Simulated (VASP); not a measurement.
# KF: single point with r2SCAN

Crystal: KF.

```
CELL_PARAMETERS angstrom
0.00000 2.67350 2.67350
2.67350 0.00000 2.67350
2.67350 2.67350 0.00000
ATOMIC_POSITIONS crystal
K 0.00000 0.00000 0.00000
F 0.50000 0.50000 0.50000
```

```
Program                : VASP 6.6.1
Task                   : single point
Functional             : r2SCAN
Potentials or basis    : VASP PAW PBE potentials, release 64 (K_sv, F)
Cutoff                 : 520 eV
k mesh                 : 8 × 8 × 8
Occupations            : gaussian, width 0.05 eV
Spin                   : no spin polarisation
Dipole correction      : no
Further INCAR settings : ALGO = Normal; EDIFF = 1e-06; NBANDS = 15
```

The pressure is -0.6 GPa. The band gap on the k mesh is 6.82 eV, direct.

Levels at points of the mesh, in eV from the valence-band top:
| k point | band 5 | band 6 | band 7 | band 8 | band 9 | band 10 | band 11 | band 12 |
| --- | --- | --- | --- | --- | --- | --- | --- | --- |
| (0.00, 0.00, 0.00) | -9.62 | 0.00 | 0.00 | 0.00 | 6.82 | 11.45 | 11.45 | 11.45 |
| (0.50, 0.00, 0.00) | -9.65 | -0.76 | -0.33 | -0.33 | 9.67 | 11.23 | 12.92 | 12.92 |
| (0.50, 0.50, 0.00) | -9.82 | -0.21 | -0.05 | -0.05 | 8.76 | 11.21 | 12.41 | 14.62 |

Run time: 52 s on 1 thread of Intel(R) Xeon(R) Platinum 8488C (Sapphire Rapids), with other jobs on the host, peak memory 0.17 GiB.

Caveat: the PAW data sets were made with another functional, which shifts forces and pressure a little. r2SCAN opens gaps a little over a GGA but as a rule still falls short of measured ones.
